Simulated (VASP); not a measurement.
# Cd (Pm-3m) in VASP: relaxation of cell and atoms with PBE

Aim: the relaxation of cell and atoms of Cd with PBE.

Everything below comes from runs of VASP 6.6.1. Logs are shortened: lines on timing, memory, paths and dates and some standing lists are left out, and cuts for length are marked.

## (1) The cell of the first run

Symmetry: Pm-3m, No. 221, cubic system. The conventional cell has a = 2.870 Å, b = 2.870 Å, c = 2.870 Å, α = 90.00°, β = 90.00°, γ = 90.00°. Cd (site symmetry m-3m) has 6 Cd at 2.87 Å within 3.8 Å.

This isn't the form of Cd at room conditions, which is hcp.

## (2) Relaxation of cell and atoms, PBE

INCAR

```
PREC = Accurate ; ENCUT = 630
EDIFF = 1E-7 ; ISMEAR = 0
SIGMA = 0.1 ; LREAL = False
LASPH = True ; NELM = 120
ALGO = Normal ; ISIF = 3
LWAVE = False ; LCHARG = False
GGA = PE ; IBRION = 2
NSW = 80 ; EDIFFG = -0.01
GGA_COMPAT = False ; NELMIN = 4
```

KPOINTS

```
Automatic mesh
0
Gamma
  7 7 7
```

POSCAR

```
Cd
1.0
    2.8700000000      0.0000000000      0.0000000000
    0.0000000000      2.8700000000      0.0000000000
    0.0000000000      0.0000000000      2.8700000000
Cd
1
Direct
    0.0000000000      0.0000000000      0.0000000000
```

Potentials or basis: VASP PAW PBE potentials, release 64 (Cd_sv_GW).

Started as:

```
> cat potpaw_PBE.64/Cd_sv_GW/POTCAR > POTCAR
> mpirun -np 1 vasp_std > vasp.out
```

OUTCAR:

```text
PREC = Accurate
   ENCUT = 630
   EDIFF = 1E-7
   ISMEAR = 0
   LREAL = False
   LASPH = True
   NELM = 120
   ISIF = 3
   GGA = PE
   IBRION = 2
   NSW = 80
   EDIFFG = -0.01
   NELMIN = 4

 ion  position               nearest neighbor table
   1  0.000  0.000  0.000-

  LATTYP: Found a simple cubic cell.
 ALAT       =     2.8700000000

  Lattice vectors:

 A1 = (   2.8700000000,   0.0000000000,   0.0000000000)
 A2 = (   0.0000000000,   2.8700000000,   0.0000000000)
 A3 = (   0.0000000000,   0.0000000000,   2.8700000000)

Analysis of symmetry for initial positions (statically):
=====================================================================
 Subroutine PRICEL returns:
 Original cell was already a primitive cell.

 Routine SETGRP: Setting up the symmetry group for a
 simple cubic supercell.

 Subroutine GETGRP returns: Found 48 space group operations
 (whereof 48 operations were pure point group operations)
 out of a pool of 48 trial point group operations.

The static configuration has the point symmetry O_h .

Analysis of symmetry for dynamics (positions and initial velocities):
=====================================================================
 Subroutine PRICEL returns:
 Original cell was already a primitive cell.

 Routine SETGRP: Setting up the symmetry group for a
 simple cubic supercell.

 Subroutine GETGRP returns: Found 48 space group operations
 (whereof 48 operations were pure point group operations)
 out of a pool of 48 trial point group operations.

The dynamic configuration has the point symmetry O_h .

 Subroutine INISYM returns: Found 48 space group operations
 (whereof 48 operations are pure point group operations),
 and found     1 'primitive' translations

----------------------------------------------------------------------------------------

                                     Primitive cell

  volume of cell :      23.6399

  direct lattice vectors                    reciprocal lattice vectors
     2.870000000  0.000000000  0.000000000     0.348432056  0.000000000  0.000000000
     0.000000000  2.870000000  0.000000000     0.000000000  0.348432056  0.000000000
     0.000000000  0.000000000  2.870000000     0.000000000  0.000000000  0.348432056

  length of vectors
     2.870000000  2.870000000  2.870000000     0.348432056  0.348432056  0.348432056

  position of ions in fractional coordinates (direct lattice)
     0.000000000  0.000000000  0.000000000

  ion indices of the primitive-cell ions
   primitive index   ion index
                 1           1

----------------------------------------------------------------------------------------

 KPOINTS: Automatic mesh

Automatic generation of k-mesh.
 Grid dimensions read from file:
 generate k-points for:    7    7    7

 Generating k-lattice:

  Cartesian coordinates                     Fractional coordinates (reciprocal lattice)
     0.049776008  0.000000000  0.000000000     0.142857143  0.000000000  0.000000000
     0.000000000  0.049776008  0.000000000     0.000000000  0.142857143  0.000000000
     0.000000000  0.000000000  0.049776008     0.000000000  0.000000000  0.142857143

  Length of vectors
     0.049776008  0.049776008  0.049776008

  Shift w.r.t. Gamma in fractional coordinates (k-lattice)
     0.000000000  0.000000000  0.000000000

 Subroutine IBZKPT returns following result:
 ===========================================

 Found     20 irreducible k-points:

 Following reciprocal coordinates:
            Coordinates               Weight
  0.000000  0.000000  0.000000      1.000000
  0.142857  0.000000  0.000000      6.000000
  0.285714  0.000000  0.000000      6.000000
  0.428571  0.000000  0.000000      6.000000
  0.142857  0.142857  0.000000     12.000000
  0.285714  0.142857  0.000000     24.000000
[... 12 lines left out ...]
  0.428571  0.428571  0.285714     24.000000
  0.428571  0.428571  0.428571      8.000000
   k-points           NKPTS =     20   k-points in BZ     NKDIM =     20   number of bands    NBANDS=     14
   number of dos      NEDOS =    301   number of ions     NIONS =      1
   total plane-waves  NPLWV =  13824
   dimension x,y,z NGX =    24 NGY =   24 NGZ =   24
   dimension x,y,z NGXF=    48 NGYF=   48 NGZF=   48
   ions per type =               1
   NGX,Y,Z   is equivalent  to a cutoff of  13.90, 13.90, 13.90 a.u.
   NGXF,Y,Z  is equivalent  to a cutoff of  27.80, 27.80, 27.80 a.u.
 SYSTEM =  unknown system
   PREC   = accura    normal or accurate (medium, high low for compatibility)
   ISTART =      0    job   : 0-new  1-cont  2-samecut
   ICHARG =      2    charge: 1-file 2-atom 10-const
   ISPIN  =      1    spin polarized calculation?
   LNONCOLLINEAR =      F non collinear calculations
   LSORBIT =      F    spin-orbit coupling
   LASPH  =      T    aspherical Exc in radial PAW
   ENCUT  =  630.0 eV  46.30 Ry    6.80 a.u.   5.87  5.87  5.87*2*pi/ulx,y,z
   NELM   =    120;   NELMIN=  4; NELMDL= -5     # of ELM steps
   EDIFF  = 0.1E-06   stopping-criterion for ELM
   LREAL  =      F    real-space projection
   EDIFFG = -.1E-01   stopping-criterion for IOM
   NSW    =     80    number of steps for IOM
   IBRION =      2    ionic relax: 0-MD 1-quasi-New 2-CG
   NFREE  =      1    steps in history (QN), initial steepest desc. (CG)
   ISIF   =      3    stress and relaxation
   ISYM   =      2    0-nonsym 1-usesym 2-fastsym
   POTIM  = 0.5000    time-step for ionic-motion
   TEBEG  =    0.0;   TEEND  =   0.0 temperature during run
   PSTRESS=    0.0 pullay stress
   NELECT =      20.0000    total number of electrons
   NUPDOWN=      -1.0000    fix difference up-down
   EMIN   =  10.00;   EMAX   =-10.00  energy-range for DOS
   EFERMI =   0.00;   METHOD = LEGACY
   ISMEAR =     0;   SIGMA  =   0.10  broadening in eV -4-tet -1-fermi 0-gaus
   EFERMI_NEDOS =   21; number of points for ismear=-14 and -15
   IALGO  =     38    algorithm
   IMIX   =      4    mixing-type and parameters
     AMIX     =   0.40;   BMIX     =  1.00
     AMIX_MAG =   1.60;   BMIX_MAG =  1.00
  volume/ion in A,a.u.               =      23.64       159.53
  Fermi-wavevector in a.u.,A,eV,Ry     =   1.548352  2.925960 32.618509  2.397393
  Thomas-Fermi vector in A             =   2.653314
   LORBIT       =      0    0 simple, 1 ext, 2 COOP (PROOUT), +10 PAW based schemes
   GGA     = PE    functional components
   LHFCALC =     F    Hartree Fock is set to
   AEXX    =    0.0000 exact exchange contribution
   IVDW    =     0    specifies the selected vdW correction
   LEPSILON=     F    determine dielectric tensor
   LRPA    =     F    only Hartree local field effects (RPA)
 conjugate gradient relaxation of ions
 non-spin polarized calculation
 Gauss-broadening in eV      SIGMA  =   0.10
  energy-cutoff  :      630.00
  volume of cell :       23.64
 maximum number of plane-waves:       870
 NGX is ok and might be reduce to    24
   NGX = 11   NGY = 11   NGZ = 11

--------------------------------------- Ionic step        1  -------------------------------------------

 number of electron      19.9999992 magnetization

 Free energy of the ion-electron system (eV)
  ---------------------------------------------------
  ext. energy  EPLUGINS =         0.00000000
  ---------------------------------------------------
  free energy    TOTEN  =        -0.58671553 eV

  energy without entropy =       -0.58249967  energy(sigma->0) =       -0.58460760

------------------------ aborting loop because EDIFF is reached ----------------------------------------

  FORCE on cell =-STRESS in cart. coord.  units (eV):
  Direction    XX          YY          ZZ          XY          YZ          ZX
  --------------------------------------------------------------------------------------
  -------------------------------------------------------------------------------------
  Total        0.8493200      0.8493200      0.8493200     -0.0000000     -0.0000000      0.0000000
  in kB       57.5620499     57.5620499     57.5620499     -0.0000000     -0.0000000      0.0000000
  external PRESSURE =      57.5620499 kB  Pullay stress =       0.0000000 kB

 VOLUME and BASIS-vectors are now :
 -----------------------------------------------------------------------------
  energy-cutoff  :      630.00
  volume of cell :       23.64
      direct lattice vectors                 reciprocal lattice vectors
     2.870000000  0.000000000  0.000000000     0.348432056  0.000000000  0.000000000
     0.000000000  2.870000000  0.000000000     0.000000000  0.348432056  0.000000000
     0.000000000  0.000000000  2.870000000     0.000000000  0.000000000  0.348432056

 POSITION                                       TOTAL-FORCE (eV/Angst)
 -----------------------------------------------------------------------------------
      0.00000      0.00000      0.00000         0.000000      0.000000      0.000000
 -----------------------------------------------------------------------------------
    total drift:                                0.000000     -0.000000     -0.000000

  FREE ENERGIE OF THE ION-ELECTRON SYSTEM (eV)
  ---------------------------------------------------
  free  energy   TOTEN  =        -0.5867155302 eV

  energy  without entropy=       -0.5824996703  energy(sigma->0) =       -0.58460760
[... 15 lines left out ...]
 VOLUME and BASIS-vectors are now :
 -----------------------------------------------------------------------------
  energy-cutoff  :      630.00
  volume of cell :       26.67
      direct lattice vectors                 reciprocal lattice vectors
     2.987593807  0.000000000  0.000000000     0.334717523  0.000000000 -0.000000000
    -0.000000000  2.987593807 -0.000000000    -0.000000000  0.334717523  0.000000000
     0.000000000 -0.000000000  2.987593807    -0.000000000  0.000000000  0.334717523

 POSITION                                       TOTAL-FORCE (eV/Angst)
 -----------------------------------------------------------------------------------
      0.00000      0.00000      0.00000        -0.000000      0.000000      0.000000
 -----------------------------------------------------------------------------------
    total drift:                               -0.000000     -0.000000      0.000000

  FREE ENERGIE OF THE ION-ELECTRON SYSTEM (eV)
  ---------------------------------------------------
  free  energy   TOTEN  =        -0.6322678230 eV

  energy  without entropy=       -0.6299137577  energy(sigma->0) =       -0.63109079

--------------------------------------- Ionic step        3  -------------------------------------------

 number of electron      20.0000022 magnetization

 Free energy of the ion-electron system (eV)
  ---------------------------------------------------
  ext. energy  EPLUGINS =         0.00000000
  ---------------------------------------------------
  free energy    TOTEN  =        -0.63246015 eV

  energy without entropy =       -0.62997435  energy(sigma->0) =       -0.63121725

 E-fermi :   4.2962     XC(G=0): -10.1230

 val. band max:        4.1600610642   @ k =   0.4286   0.4286   0.1429
 cond. band min:       4.3827277779   @ k =   0.4286   0.1429   0.1429
 fundamental gap:      0.2226667138
 Fermi energy:         4.2961729847

 k-point     1 :       0.0000    0.0000    0.0000
  band No.  band energies     occupation
      1     -98.3543      2.00000
      2     -59.3788      2.00000
      3     -59.3788      2.00000
      4     -59.3788      2.00000
      5      -5.0612      2.00000
      6      -5.0612      2.00000
      7      -3.7138      2.00000
      8      -3.7138      2.00000
      9      -3.7138      2.00000
     10      -3.0752      2.00000
     11      14.1395      0.00000
     12      14.1395      0.00000
     13      14.1395      0.00000
     14      17.7470      0.00000

 k-point     2 :       0.1429    0.0000    0.0000
  band No.  band energies     occupation
      1     -98.3539      2.00000
      2     -59.3855      2.00000
      3     -59.3782      2.00000
      4     -59.3782      2.00000
      5      -5.0401      2.00000
      6      -4.9153      2.00000
      7      -3.7920      2.00000
      8      -3.7920      2.00000
      9      -3.7071      2.00000
     10      -2.6889      2.00000
     11      11.0546      0.00000
     12      14.6116      0.00000
     13      14.6116      0.00000
     14      17.8361      0.00000
[... 317 lines left out ...]
 VOLUME and BASIS-vectors are now :
 -----------------------------------------------------------------------------
  energy-cutoff  :      630.00
  volume of cell :       26.46
      direct lattice vectors                 reciprocal lattice vectors
     2.979698023  0.000000000  0.000000000     0.335604478  0.000000000 -0.000000000
    -0.000000000  2.979698023 -0.000000000    -0.000000000  0.335604478  0.000000000
     0.000000000 -0.000000000  2.979698023    -0.000000000  0.000000000  0.335604478

 POSITION                                       TOTAL-FORCE (eV/Angst)
 -----------------------------------------------------------------------------------
      0.00000      0.00000      0.00000         0.000000     -0.000000      0.000000
 -----------------------------------------------------------------------------------
    total drift:                                0.000000      0.000000     -0.000000

  FREE ENERGIE OF THE ION-ELECTRON SYSTEM (eV)
  ---------------------------------------------------
  free  energy   TOTEN  =        -0.6324601514 eV

  energy  without entropy=       -0.6299743497  energy(sigma->0) =       -0.63121725

 reached required accuracy - stopping structural energy minimisation
```

Wall time 17 s (1 thread of AMD EPYC 9R45 (Zen 5), shared host); peak memory 0.12 GiB.

Results:

```yaml
Free_energy: -0.6325 eV
Relaxed_volume: 26.46 Å³/atom
Relaxed_cell: a = 2.980 Å, b = 2.980 Å, c = 2.980 Å, α = 90.00°, β = 90.00°, γ = 90.00°
Space_group_after_relaxing_to_0.1_Å: Pm-3m (No. 221)
Energy_gained_by_relaxing: 45.7 meV/atom
Ionic_steps: 3
Pressure_after_relaxing: 0.0 GPa
Band_gap_on_the_k_mesh: zero (bands 10 and 11 overlap by 3.28 eV)
```

The path:
```csv
step,energy change (eV),largest force (eV/Å),pressure (GPa),volume (Å³)
1,0.0000,0.0000,5.76,23.64
2,-0.0456,0.0000,-0.30,26.67
3,-0.0457,0.0000,0.01,26.46
```

Final structure:
```
Cd
1.0
     2.97970    0.00000    0.00000
     0.00000    2.97970    0.00000
     0.00000    0.00000    2.97970
Cd
1
Direct
  0.00000 0.00000 0.00000
```

The gap in the log of VASP goes by the Fermi energy; the results here count the filled bands.